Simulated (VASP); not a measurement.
## HgTe: electric field gradients with LDA

Crystal: HgTe.

```
Hg Te
1.0
     0.00000    3.16885    3.16885
     3.16885    0.00000    3.16885
     3.16885    3.16885    0.00000
Hg Te
1 1
Direct
  0.00000 0.00000 0.00000
  0.75000 0.75000 0.75000
```

This cell differs from its parent crystal: volume scaled by 0.95.

```yaml
Program: VASP 6.6.1
Task: electric field gradients
Functional: LDA
Potentials_or_basis: VASP PAW LDA potentials, release 64 (Hg, Te)
Cutoff: 520 eV
k_mesh: 11 × 11 × 11
Occupations: fermi-dirac, width 0.03 eV
Spin: no spin polarisation
Dipole_correction: no
Further_INCAR_settings: ALGO = Normal; EDIFF = 1e-08; NBANDS = 16
```

```json
{"Pressure": "2.8 GPa", "Band gap on the k mesh": "zero (filled and empty bands touch)"}
```

Levels at points of the mesh, in eV from the Fermi level:
```
           k point  band 5  band 6  band 7  band 8  band 9  band 10  band 11  band 12  band 13  band 14
(0.00, 0.00, 0.00)   -7.17   -7.17   -0.75   -0.03   -0.03    -0.03     4.02     4.02     4.02     6.19
```

It took 60 s on 1 thread of Intel Xeon 6975P-C, on a shared host, peak memory 0.21 GiB.

Caveat: without QUAD_EFG the Cq values of the log hold for a quadrupole moment of 1 mb, not for the nuclei; spin-orbit coupling is left out, which moves the levels of the heavy elements.
